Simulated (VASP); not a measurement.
Here is a VASP 6.6.1 calculation.

File INCAR:

```
SYSTEM = SiC
ALGO = Normal
EDIFF = 1E-6
ENCUT = 520
GGA = PE
ISIF = 2
ISMEAR = 0
LASPH = .TRUE.
LCHARG = .FALSE.
LREAL = .FALSE.
LWAVE = .FALSE.
NBANDS = 11
NELM = 60
PREC = Accurate
SIGMA = 0.1
```

The input KPOINTS:

```
k-points
0
G
  8 8 4
  0 0 0
```

The input POSCAR:

```
SiC
1.0
    2.6438187547     -1.5490076833     -0.4626576371
    2.6438187547      1.5490076833     -0.4626576371
   -1.1321563992      0.0000000000      3.8648281961
Si C
1 1
Direct
    0.8347456299      0.8347456299      0.5043250022
    0.1652543701      0.1652543701      0.4956749978
```

Potentials or basis: VASP PAW PBE potentials, release 64 (Si, C).

Command:

```console
$ cat potpaw_PBE.64/Si/POTCAR potpaw_PBE.64/C/POTCAR > POTCAR
$ mpirun -np 1 vasp_std > vasp.out
```

Q: Estimate the largest force.

A: 0.015 eV/Å.

Q: Estimate the pressure.

A: 0.0 GPa.

Stress tensor (GPa, compression positive):
```
-0.20  0.00  0.02
 0.00  0.00  0.00
 0.02  0.00  0.07
```

Caveat: the k points lie up to 0.43 Å⁻¹ apart.
